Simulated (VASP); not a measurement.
# Sn in VASP: further runs, part 2 of 2

VASP 6.6.1.

## (6) Relaxation of cell and atoms, PBE

This run uses another cell than the first one, of 33.80 Å³/atom, 0.943 times its volume.

Contents of INCAR:

```
PREC     = Accurate       # precision mode
ENCUT    = 600            # plane-wave cutoff, eV
EDIFF    = 1E-6           # SCF threshold, eV
ISMEAR   = -1             # smearing method
SIGMA    = 0.05           # smearing width, eV
LREAL    = F              # projectors in reciprocal space
LASPH    = T              # aspherical terms in the spheres
NELM     = 100            # most SCF steps
ALGO     = Normal         # electronic algorithm
ISIF     = 3              # what is computed and relaxed
LWAVE    = F              # write WAVECAR
LCHARG   = F              # write CHGCAR
GGA      = PE             # functional
IBRION   = 2              # ionic algorithm
NSW      = 80             # ionic steps
EDIFFG   = -0.02          # ionic threshold
```

Contents of KPOINTS:

```
Automatic mesh
0
Gamma
  5 5 5
```

Contents of POSCAR:

```
Sn
1.0
    0.0000000000      3.2333428000      3.2333428000
    3.2333428000      0.0000000000      3.2333428000
    3.2333428000      3.2333428000      0.0000000000
Sn
2
Direct
    0.7500000000      0.7500000000      0.7500000000
    0.5000000000      0.5000000000      0.5000000000
```

Potentials or basis: VASP PAW PBE potentials, release 64 (Sn_d).

On the command line:

```console
$ cat potpaw_PBE.64/Sn_d/POTCAR > POTCAR
$ mpirun -np 1 vasp_std > vasp.out
```

OUTCAR:

```text
PREC = Accurate
   ENCUT = 600
   EDIFF = 1E-6
   ISMEAR = -1
   LREAL = F
   LASPH = T
   NELM = 100
   ISIF = 3
   GGA = PE
   IBRION = 2
   NSW = 80
   EDIFFG = -0.02

 ion  position               nearest neighbor table
   1  0.750  0.750  0.750-   2 2.80   2 2.80   2 2.80   2 2.80
   2  0.500  0.500  0.500-   1 2.80   1 2.80   1 2.80   1 2.80

  LATTYP: Found a face centered cubic cell.
 ALAT       =     6.4666856000

  Lattice vectors:

 A1 = (   0.0000000000,   3.2333428000,   3.2333428000)
 A2 = (   3.2333428000,   0.0000000000,   3.2333428000)
 A3 = (   3.2333428000,   3.2333428000,   0.0000000000)

Analysis of symmetry for initial positions (statically):
=====================================================================
 Subroutine PRICEL returns:
 Original cell was already a primitive cell.

 Routine SETGRP: Setting up the symmetry group for a
 face centered cubic supercell.

 Subroutine GETGRP returns: Found 48 space group operations
 (whereof 24 operations were pure point group operations)
 out of a pool of 48 trial point group operations.

The static configuration has the point symmetry T_d .
 The point group associated with its full space group is O_h .

Analysis of symmetry for dynamics (positions and initial velocities):
=====================================================================
 Subroutine PRICEL returns:
 Original cell was already a primitive cell.

 Routine SETGRP: Setting up the symmetry group for a
 face centered cubic supercell.

 Subroutine GETGRP returns: Found 48 space group operations
 (whereof 24 operations were pure point group operations)
 out of a pool of 48 trial point group operations.

The dynamic configuration has the point symmetry T_d .
 The point group associated with its full space group is O_h .

 Subroutine INISYM returns: Found 48 space group operations
 (whereof 24 operations are pure point group operations),
 and found     1 'primitive' translations

----------------------------------------------------------------------------------------

                                     Primitive cell

  volume of cell :      67.6060

  direct lattice vectors                    reciprocal lattice vectors
[... 79 lines left out ...]
   ISYM   =      2    0-nonsym 1-usesym 2-fastsym
   POTIM  = 0.5000    time-step for ionic-motion
   TEBEG  =    0.0;   TEEND  =   0.0 temperature during run
   PSTRESS=    0.0 pullay stress
   NELECT =      28.0000    total number of electrons
   NUPDOWN=      -1.0000    fix difference up-down
   EMIN   =  10.00;   EMAX   =-10.00  energy-range for DOS
   EFERMI =   0.00;   METHOD = LEGACY
   ISMEAR =    -1;   SIGMA  =   0.05  broadening in eV -4-tet -1-fermi 0-gaus
   EFERMI_NEDOS =   21; number of points for ismear=-14 and -15
   IALGO  =     38    algorithm
   IMIX   =      4    mixing-type and parameters
     AMIX     =   0.40;   BMIX     =  1.00
     AMIX_MAG =   1.60;   BMIX_MAG =  1.00
  volume/ion in A,a.u.               =      33.80       228.11
  Fermi-wavevector in a.u.,A,eV,Ry     =   1.220298  2.306028 20.260793  1.489126
  Thomas-Fermi vector in A             =   2.355520
   LORBIT       =      0    0 simple, 1 ext, 2 COOP (PROOUT), +10 PAW based schemes
   GGA     = PE    functional components
   LHFCALC =     F    Hartree Fock is set to
   AEXX    =    0.0000 exact exchange contribution
   IVDW    =     0    specifies the selected vdW correction
   LEPSILON=     F    determine dielectric tensor
   LRPA    =     F    only Hartree local field effects (RPA)
 conjugate gradient relaxation of ions
 non-spin polarized calculation
  energy-cutoff  :      600.00
  volume of cell :       67.61
 maximum number of plane-waves:      2269
 NGX is ok and might be reduce to    40
   NGX = 19   NGY = 19   NGZ = 19

--------------------------------------- Ionic step        1  -------------------------------------------

 number of electron      28.0000005 magnetization

 Free energy of the ion-electron system (eV)
  ---------------------------------------------------
  ext. energy  EPLUGINS =         0.00000000
  ---------------------------------------------------
  free energy    TOTEN  =        -7.54947515 eV

  energy without entropy =       -7.54529699  energy(sigma->0) =       -7.54738607

 E-fermi :   5.7722     XC(G=0):  -8.9103

 val. band max:        5.2732847203   @ k =   0.2000   0.0000   0.0000
 cond. band min:       5.8449203194   @ k =   0.4000   0.0000   0.0000
 fundamental gap:      0.5716355991
 Fermi energy:         5.7721947423

 k-point     1 :       0.0000    0.0000    0.0000
  band No.  band energies     occupation
      1     -15.9302      2.00000
      2     -15.9302      2.00000
      3     -15.9302      2.00000
      4     -15.8695      2.00000
      5     -15.8695      2.00000
      6     -15.5514      2.00000
[... 270 lines left out ...]
--------------------------------------- Ionic step        3  -------------------------------------------

 number of electron      27.9999998 magnetization

 Free energy of the ion-electron system (eV)
  ---------------------------------------------------
  ext. energy  EPLUGINS =         0.00000000
  ---------------------------------------------------
  free energy    TOTEN  =        -7.62221129 eV

  energy without entropy =       -7.61813870  energy(sigma->0) =       -7.62017499

 E-fermi :   4.7126     XC(G=0):  -8.5228

 val. band max:        4.4316572206   @ k =   0.2000   0.0000   0.0000
 cond. band min:       4.7665992145   @ k =   0.4000   0.0000   0.0000
 fundamental gap:      0.3349419939
 Fermi energy:         4.7125747417

 k-point     1 :       0.0000    0.0000    0.0000
  band No.  band energies     occupation
      1     -16.6844      2.00000
      2     -16.6844      2.00000
      3     -16.6844      2.00000
      4     -16.6354      2.00000
      5     -16.6354      2.00000
      6     -16.3850      2.00000
[... 228 lines left out ...]
  FREE ENERGIE OF THE ION-ELECTRON SYSTEM (eV)
  ---------------------------------------------------
  free  energy   TOTEN  =        -7.6222112907 eV

  energy  without entropy=       -7.6181386956  energy(sigma->0) =       -7.62017499

 reached required accuracy - stopping structural energy minimisation
```

Wall time 2 min (1 thread of AMD EPYC 7R13, shared host); peak memory 0.21 GiB.

Results:

```yaml
Free_energy: -7.6222 eV
Relaxed_volume: 36.96 Å³/atom
Relaxed_cell: a = 4.711 Å, b = 4.711 Å, c = 4.711 Å, α = 60.00°, β = 60.00°, γ = 60.00°
Space_group_after_relaxing_to_0.05_Å: Fd-3m (No. 227)
Energy_gained_by_relaxing: 36.4 meV/atom
Ionic_steps: 3
Pressure_after_relaxing: 0.0 GPa
Band_gap_on_the_k_mesh: zero (band 14 reaches 4.94 eV, above the bottom of band 15 at 4.77 eV)
```

Step by step:
```
step  energy change (eV)  largest force (eV/Å)  pressure (GPa)  volume (Å³)
   1              0.0000                0.0000            4.01        67.61
   2             -0.0654                0.0000           -1.00        76.22
   3             -0.0727                0.0000           -0.01        73.93
```

Final structure:
```xyz
2
Lattice="0.0000 3.3311 3.3311 3.3311 0.0000 3.3311 3.3311 3.3311 0.0000" Properties=species:S:1:pos:R:3 pbc="T T T"
Sn    4.9967    4.9967    4.9967
Sn    3.3311    3.3311    3.3311
```

Caveat: spin-orbit coupling is left out, which moves the levels of the heavy elements. PBE usually gives volumes a little too large and moduli too small.

## (7) Summary

```csv
task,level,potentials or basis,spin,cell,k mesh,cutoff (eV),smearing,gap on the mesh (eV),pressure (GPa)
single point,PBEsol,"VASP PAW PBE potentials, release 64 (Sn_d)",off,"a = 4.662 Å, angles 60.0°, 2 atoms",7 × 7 × 7,520,fermi-dirac 0.05 eV,none,-1.0
single point,LDA,"VASP PAW LDA potentials, release 64 (Sn_d)","non-collinear, typed start, SOC","a = 4.479 Å, angles 60.0°, 2 atoms",5 × 5 × 5,520,methfessel-paxton 0.1 eV,-,3.7
single point,PBE,"VASP PAW PBE potentials, release 64 (Sn_d)",off,"a = 4.573 Å, angles 60.0°, 2 atoms",5 × 5 × 5,520,fermi-dirac 0.05 eV,none,3.9
single point,PBE,"VASP PAW PBE potentials, release 64 (Sn_d)",off,"a = 4.712 Å, angles 60.0°, 2 atoms",5 × 5 × 5,520,fermi-dirac 0.05 eV,none,0.0
relaxation of cell and atoms,PBE,"VASP PAW PBE potentials, release 64 (Sn_d)",off,"relaxed from a = 4.573 Å, angles 60.0°, 2 atoms",5 × 5 × 5,600,fermi-dirac 0.05 eV,none,0.0
```

Caveats: spin-orbit coupling is left out, which moves the levels of the heavy elements (some runs); the PAW data sets were made with another functional, which shifts forces and pressure a little (some runs).

Total energies depend on the potentials used, so only differences within one code and one set of settings carry meaning.
